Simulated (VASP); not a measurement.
# Zr (P6_3/mmc) in VASP: notebook

Zr is run at these levels: PBE; tasks: single point.

Program: VASP 6.6.1. These are calculated values, not measurements. Logs are shortened: lines on timing, memory, paths and dates and some standing lists are left out, and cuts for length are marked.

### 1 The cell of the first run

Symmetry: P6_3/mmc, No. 194, hexagonal system. Conventional cell: a = 3.210 Å, b = 3.210 Å, c = 5.146 Å, α = 90.00°, β = 90.00°, γ = 120.00°. Within 4.2 Å of Zr (site symmetry -6m2) lie 12 Zr at 3.17 to 3.21 Å.

### 2 Single point, PBE

INCAR

```
PREC     = Accurate       # precision mode
ENCUT    = 520            # plane-wave cutoff, eV
EDIFF    = 1E-6           # SCF threshold, eV
ISMEAR   = -1             # smearing method
SIGMA    = 0.05           # smearing width, eV
LREAL    = False          # projectors in reciprocal space
LASPH    = True           # aspherical terms in the spheres
NELM     = 100            # most SCF steps
ALGO     = Normal         # electronic algorithm
ISIF     = 2              # what is computed and relaxed
LWAVE    = False          # write WAVECAR
LCHARG   = False          # write CHGCAR
GGA      = PE             # functional
NBANDS   = 19             # bands
```

KPOINTS

```
regular mesh
0
Gamma
  14 14 8
```

POSCAR

```
Zr
1.0
    3.2097443663      0.0000000000      0.0000000000
   -1.6048721832      2.7797201609      0.0000000000
    0.0000000000      0.0000000000      5.1462781301
Zr
2
Direct
    0.3333333333      0.6666666667      0.2500000000
    0.6666666667      0.3333333333      0.7500000000
```

Potentials or basis: VASP PAW PBE potentials, release 64 (Zr_sv).

Started as:

```sh
> cat potpaw_PBE.64/Zr_sv/POTCAR > POTCAR
> mpirun -np 1 vasp_std > vasp.out
```

OUTCAR:

```text
PREC = Accurate
   ENCUT = 520
   EDIFF = 1E-6
   ISMEAR = -1
   LREAL = False
   LASPH = True
   NELM = 100
   ISIF = 2
   GGA = PE

 ion  position               nearest neighbor table
   1  0.333  0.667  0.250-   2 3.17   2 3.17   2 3.17   2 3.17   2 3.17   2 3.17
   2  0.667  0.333  0.750-   1 3.17   1 3.17   1 3.17   1 3.17   1 3.17   1 3.17

  LATTYP: Found a hexagonal cell.
 ALAT       =     3.2097443663
 C/A-ratio  =     1.6033295935

  Lattice vectors:

 A1 = (   3.2097443663,   0.0000000000,   0.0000000000)
 A2 = (  -1.6048721832,   2.7797201609,   0.0000000000)
 A3 = (   0.0000000000,   0.0000000000,   5.1462781301)

Analysis of symmetry for initial positions (statically):
=====================================================================
 Subroutine PRICEL returns:
 Original cell was already a primitive cell.

 Routine SETGRP: Setting up the symmetry group for a
 hexagonal supercell.

 Subroutine GETGRP returns: Found 24 space group operations
 (whereof 12 operations were pure point group operations)
 out of a pool of 24 trial point group operations.

The static configuration has the point symmetry D_3d.
 The point group associated with its full space group is D_6h.

Analysis of symmetry for dynamics (positions and initial velocities):
=====================================================================
 Subroutine PRICEL returns:
 Original cell was already a primitive cell.

 Routine SETGRP: Setting up the symmetry group for a
 hexagonal supercell.

 Subroutine GETGRP returns: Found 24 space group operations
 (whereof 12 operations were pure point group operations)
 out of a pool of 24 trial point group operations.

The dynamic configuration has the point symmetry D_3d.
 The point group associated with its full space group is D_6h.

 Subroutine INISYM returns: Found 24 space group operations
 (whereof 12 operations are pure point group operations),
 and found     1 'primitive' translations

----------------------------------------------------------------------------------------

                                     Primitive cell

  volume of cell :      45.9161

  direct lattice vectors                    reciprocal lattice vectors
     3.209744366  0.000000000  0.000000000     0.311551291  0.179874222  0.000000000
    -1.604872183  2.779720161  0.000000000     0.000000000  0.359748443  0.000000000
     0.000000000  0.000000000  5.146278130     0.000000000  0.000000000  0.194315188

  length of vectors
     3.209744366  3.209744366  5.146278130     0.359748443  0.359748443  0.194315188

  position of ions in fractional coordinates (direct lattice)
     0.333333333  0.666666667  0.250000000
     0.666666667  0.333333333  0.750000000

  ion indices of the primitive-cell ions
   primitive index   ion index
                 1           1
                 2           2

----------------------------------------------------------------------------------------

 KPOINTS: regular mesh

Automatic generation of k-mesh.
 Grid dimensions read from file:
 generate k-points for:   14   14    8

 Generating k-lattice:

  Cartesian coordinates                     Fractional coordinates (reciprocal lattice)
     0.022253664  0.012848159  0.000000000     0.071428571  0.000000000  0.000000000
     0.000000000  0.025696317  0.000000000     0.000000000  0.071428571  0.000000000
     0.000000000  0.000000000  0.024289398     0.000000000  0.000000000  0.125000000

  Length of vectors
     0.025696317  0.025696317  0.024289398

  Shift w.r.t. Gamma in fractional coordinates (k-lattice)
     0.000000000  0.000000000  0.000000000

 Subroutine IBZKPT returns following result:
 ===========================================

 Found    120 irreducible k-points:

 Following reciprocal coordinates:
            Coordinates               Weight
  0.000000  0.000000  0.000000      1.000000
  0.071429  0.000000  0.000000      6.000000
  0.142857  0.000000  0.000000      6.000000
  0.214286  0.000000  0.000000      6.000000
  0.285714  0.000000  0.000000      6.000000
  0.357143  0.000000  0.000000      6.000000
[... 16 lines left out ...]
  0.285714  0.285714  0.000000      6.000000
  0.357143  0.285714  0.000000      6.000000
 [... further k-points ...]
   k-points           NKPTS =    120   k-points in BZ     NKDIM =    120   number of bands    NBANDS=     19
   number of dos      NEDOS =    301   number of ions     NIONS =      2
   total plane-waves  NPLWV =  23040
   dimension x,y,z NGX =    24 NGY =   24 NGZ =   40
   dimension x,y,z NGXF=    48 NGYF=   48 NGZF=   80
   ions per type =               2
   NGX,Y,Z   is equivalent  to a cutoff of  12.43, 12.43, 12.92 a.u.
   NGXF,Y,Z  is equivalent  to a cutoff of  24.86, 24.86, 25.84 a.u.
 SYSTEM =  unknown system
   PREC   = accura    normal or accurate (medium, high low for compatibility)
   ISTART =      0    job   : 0-new  1-cont  2-samecut
   ICHARG =      2    charge: 1-file 2-atom 10-const
   ISPIN  =      1    spin polarized calculation?
   LNONCOLLINEAR =      F non collinear calculations
   LSORBIT =      F    spin-orbit coupling
   LASPH  =      T    aspherical Exc in radial PAW
   ENCUT  =  520.0 eV  38.22 Ry    6.18 a.u.   5.97  5.97  9.57*2*pi/ulx,y,z
   NELM   =    100;   NELMIN=  2; NELMDL= -5     # of ELM steps
   EDIFF  = 0.1E-05   stopping-criterion for ELM
   LREAL  =      F    real-space projection
   EDIFFG = 0.1E-04   stopping-criterion for IOM
   NSW    =      0    number of steps for IOM
   IBRION =     -1    ionic relax: 0-MD 1-quasi-New 2-CG
   NFREE  =      0    steps in history (QN), initial steepest desc. (CG)
   ISIF   =      2    stress and relaxation
   ISYM   =      2    0-nonsym 1-usesym 2-fastsym
   POTIM  = 0.5000    time-step for ionic-motion
   TEBEG  =    0.0;   TEEND  =   0.0 temperature during run
   PSTRESS=    0.0 pullay stress
   NELECT =      24.0000    total number of electrons
   NUPDOWN=      -1.0000    fix difference up-down
   EMIN   =  10.00;   EMAX   =-10.00  energy-range for DOS
   EFERMI =   0.00;   METHOD = LEGACY
   ISMEAR =    -1;   SIGMA  =   0.05  broadening in eV -4-tet -1-fermi 0-gaus
   EFERMI_NEDOS =   21; number of points for ismear=-14 and -15
   IALGO  =     38    algorithm
   IMIX   =      4    mixing-type and parameters
     AMIX     =   0.40;   BMIX     =  1.00
     AMIX_MAG =   1.60;   BMIX_MAG =  1.00
  volume/ion in A,a.u.               =      22.96       154.93
  Fermi-wavevector in a.u.,A,eV,Ry     =   1.318733  2.492045 23.661315  1.739058
  Thomas-Fermi vector in A             =   2.448682
   LORBIT       =      0    0 simple, 1 ext, 2 COOP (PROOUT), +10 PAW based schemes
   GGA     = PE    functional components
   LHFCALC =     F    Hartree Fock is set to
   AEXX    =    0.0000 exact exchange contribution
   IVDW    =     0    specifies the selected vdW correction
   LEPSILON=     F    determine dielectric tensor
   LRPA    =     F    only Hartree local field effects (RPA)
 non-spin polarized calculation
  energy-cutoff  :      520.00
  volume of cell :       45.92
 maximum number of plane-waves:      1258
 NGX is ok and might be reduce to    24
   NGX = 11   NGY = 11   NGZ = 19

 number of electron      24.0000000 magnetization

 Free energy of the ion-electron system (eV)
  ---------------------------------------------------
  ext. energy  EPLUGINS =         0.00000000
  ---------------------------------------------------
  free energy    TOTEN  =       -17.04349318 eV

  energy without entropy =      -17.02554262  energy(sigma->0) =      -17.03451790

 E-fermi :   9.1639     XC(G=0): -11.1456

 val. band max:        9.1623717089   @ k =   0.2857   0.2143   0.5000
 cond. band min:       9.1639102975   @ k =   0.0000   0.0000   0.5000
 fundamental gap:      0.0015385887
 Fermi energy:         9.1639058075

 k-point     1 :       0.0000    0.0000    0.0000
  band No.  band energies     occupation
      1     -39.6578      2.00000
      2     -39.4982      2.00000
      3     -18.1993      2.00000
      4     -17.2906      2.00000
      5     -17.2906      2.00000
      6     -17.1606      2.00000
[... 11 lines left out ...]
     18      11.3616      0.00000
     19      13.6581      0.00000

 k-point     2 :       0.0714    0.0000    0.0000
  band No.  band energies     occupation
      1     -39.6516      2.00000
      2     -39.4955      2.00000
      3     -18.1829      2.00000
      4     -17.3276      2.00000
      5     -17.3026      2.00000
      6     -17.1866      2.00000
[... 11 lines left out ...]
     18      11.2322      0.00000
     19      13.7531      0.00000

 k-point     3 :       0.1429    0.0000    0.0000
  band No.  band energies     occupation
      1     -39.6338      2.00000
      2     -39.4881      2.00000
      3     -18.1356      2.00000
      4     -17.4313      2.00000
      5     -17.3353      2.00000
      6     -17.2920      2.00000
[... 11 lines left out ...]
     18      11.2209      0.00000
     19      13.9637      0.00000

 k-point     4 :       0.2143    0.0000    0.0000
  band No.  band energies     occupation
      1     -39.6074      2.00000
      2     -39.4781      2.00000
      3     -18.0622      2.00000
      4     -17.5808      2.00000
      5     -17.4389      2.00000
      6     -17.3807      2.00000
[... 11 lines left out ...]
     18      11.8145      0.00000
     19      14.1785      0.00000

 k-point     5 :       0.2857    0.0000    0.0000
  band No.  band energies     occupation
      1     -39.5764      2.00000
      2     -39.4684      2.00000
      3     -17.9705      2.00000
      4     -17.7459      2.00000
      5     -17.5952      2.00000
      6     -17.4292      2.00000
[... 11 lines left out ...]
     18      12.5740      0.00000
     19      14.3421      0.00000

 k-point     6 :       0.3571    0.0000    0.0000
  band No.  band energies     occupation
      1     -39.5460      2.00000
      2     -39.4620      2.00000
      3     -17.8934      2.00000
      4     -17.8723      2.00000
      5     -17.7309      2.00000
      6     -17.4715      2.00000
[... 11 lines left out ...]
     18      13.4061      0.00000
     19      14.4451      0.00000

 k-point     7 :       0.4286    0.0000    0.0000
  band No.  band energies     occupation
      1     -39.5223      2.00000
      2     -39.4602      2.00000
      3     -17.9946      2.00000
      4     -17.8224      2.00000
      5     -17.7868      2.00000
      6     -17.5001      2.00000
[... 11 lines left out ...]
     18      14.1751      0.00000
     19      14.4984      0.00000

 k-point     8 :       0.5000    0.0000    0.0000
  band No.  band energies     occupation
      1     -39.5127      2.00000
      2     -39.4606      2.00000
      3     -18.0305      2.00000
      4     -17.8546      2.00000
      5     -17.7488      2.00000
      6     -17.5102      2.00000
[... 256 lines left out ...]
 k-point    20 :       0.2143    0.2143    0.0000
  band No.  band energies     occupation
      1     -39.5377      2.00000
      2     -39.4607      2.00000
      3     -17.8445      2.00000
      4     -17.8088      2.00000
      5     -17.7708      2.00000
      6     -17.5022      2.00000
[... 11 lines left out ...]
     18      14.0903      0.00000
     19      14.2722      0.00000

 k-point    21 :       0.2857    0.2143    0.0000
  band No.  band energies     occupation
      1     -39.5133      2.00000
      2     -39.4601      2.00000
      3     -17.8910      2.00000
      4     -17.7906      2.00000
      5     -17.7533      2.00000
      6     -17.5821      2.00000
[... 11 lines left out ...]
     18      14.0412      0.00000
     19      15.1646      0.00000

 k-point    22 :       0.3571    0.2143    0.0000
  band No.  band energies     occupation
      1     -39.4963      2.00000
      2     -39.4632      2.00000
      3     -17.9372      2.00000
      4     -17.7784      2.00000
      5     -17.6807      2.00000
      6     -17.6502      2.00000
[... 11 lines left out ...]
     18      14.0129      0.00000
     19      15.6787      0.00000

 k-point    23 :       0.2857    0.2857    0.0000
  band No.  band energies     occupation
      1     -39.4934      2.00000
      2     -39.4640      2.00000
      3     -17.8972      2.00000
      4     -17.7804      2.00000
      5     -17.6680      2.00000
      6     -17.6575      2.00000
[... 11 lines left out ...]
     18      13.9358      0.00000
     19      15.7309      0.00000

 k-point    24 :       0.3571    0.2857    0.0000
  band No.  band energies     occupation
      1     -39.4824      2.00000
      2     -39.4694      2.00000
      3     -17.8978      2.00000
      4     -17.7335      2.00000
      5     -17.7235      2.00000
      6     -17.6118      2.00000
[... 11 lines left out ...]
     18      13.8976      0.00000
     19      15.6978      0.00000

 [... further k-points ...]

------------------------ aborting loop because EDIFF is reached ----------------------------------------

  FORCE on cell =-STRESS in cart. coord.  units (eV):
  Direction    XX          YY          ZZ          XY          YZ          ZX
  --------------------------------------------------------------------------------------
  -------------------------------------------------------------------------------------
  Total        0.5204910      0.5204910      0.5173517     -0.0000000     -0.0000000      0.0000000
  in kB       18.1618054     18.1618054     18.0522647     -0.0000000     -0.0000000      0.0000000
  external PRESSURE =      18.1252918 kB  Pullay stress =       0.0000000 kB

 VOLUME and BASIS-vectors are now :
 -----------------------------------------------------------------------------
  energy-cutoff  :      520.00
  volume of cell :       45.92
      direct lattice vectors                 reciprocal lattice vectors
     3.209744366  0.000000000  0.000000000     0.311551291  0.179874222  0.000000000
    -1.604872183  2.779720161  0.000000000     0.000000000  0.359748443  0.000000000
     0.000000000  0.000000000  5.146278130     0.000000000  0.000000000  0.194315188

 POSITION                                       TOTAL-FORCE (eV/Angst)
 -----------------------------------------------------------------------------------
     -0.00000      1.85315      1.28657        -0.000000      0.000000      0.000000
      1.60487      0.92657      3.85971         0.000000     -0.000000      0.000000
 -----------------------------------------------------------------------------------
    total drift:                               -0.000000      0.000000     -0.000000

  FREE ENERGIE OF THE ION-ELECTRON SYSTEM (eV)
  ---------------------------------------------------
  free  energy   TOTEN  =       -17.0434931768 eV

  energy  without entropy=      -17.0255426243  energy(sigma->0) =      -17.03451790
```

Run time: 96 s. Hardware: 1 thread of AMD EPYC 7R13, shared host; peak memory 0.19 GiB.

Results:

```yaml
Free_energy: -17.0435 eV
Pressure: 1.8 GPa
Band_gap_on_the_k_mesh: zero (bands 12 and 13 overlap by 1.14 eV)
```

### 3 Single point, PBE

This run uses another cell than the first one, of 23.39 Å³/atom.

INCAR

```
SYSTEM = Zr
PREC = Accurate
ENCUT = 520
EDIFF = 1E-7
ISMEAR = -1
SIGMA = 0.05
LREAL = .FALSE.
LASPH = .TRUE.
NELM = 100
ALGO = Normal
ISIF = 2
LWAVE = .FALSE.
LCHARG = .FALSE.
GGA = PE
NBANDS = 19
```

KPOINTS

```
Automatic mesh
0
G
  14 14 8
  0 0 0
```

POSCAR

```
Zr
1.0
    3.2318746559      0.0000000000      0.0000000000
   -1.6159373280      2.7988855538      0.0000000000
    0.0000000000      0.0000000000      5.1721905626
Zr
2
Direct
    0.3333333333      0.6666666667      0.2500000000
    0.6666666667      0.3333333333      0.7500000000
```

Potentials or basis: VASP PAW PBE potentials, release 64 (Zr_sv).

Started as:

```sh
> cat potpaw_PBE.64/Zr_sv/POTCAR > POTCAR
> mpirun -np 1 vasp_std > vasp.out
```

It took 97 s on 1 thread of AMD EPYC 7R13, shared host; peak memory 0.19 GiB.

The run converged. Its results:

- Free energy: -17.0488 eV
- Pressure: 0.0 GPa
- Band gap on the k mesh: zero (bands 12 and 13 overlap by 1.13 eV)

Levels at points of the mesh, in eV from the Fermi level:
| k point | band 9 | band 10 | band 11 | band 12 | band 13 | band 14 | band 15 | band 16 |
| --- | --- | --- | --- | --- | --- | --- | --- | --- |
| (0.00, 0.00, 0.00) | -5.66 | -3.03 | 0.86 | 0.86 | 0.96 | 1.10 | 1.54 | 1.54 |
| (0.50, 0.00, 0.00) | -2.56 | -2.51 | -2.14 | -0.22 | 0.55 | 0.74 | 1.42 | 4.88 |
| (0.00, 0.00, 0.50) | -3.97 | -3.97 | 0.01 | 0.01 | 0.77 | 0.77 | 0.77 | 0.77 |
| (0.50, 0.00, 0.50) | -2.86 | -2.86 | -1.07 | -1.07 | 1.60 | 1.60 | 2.20 | 2.20 |
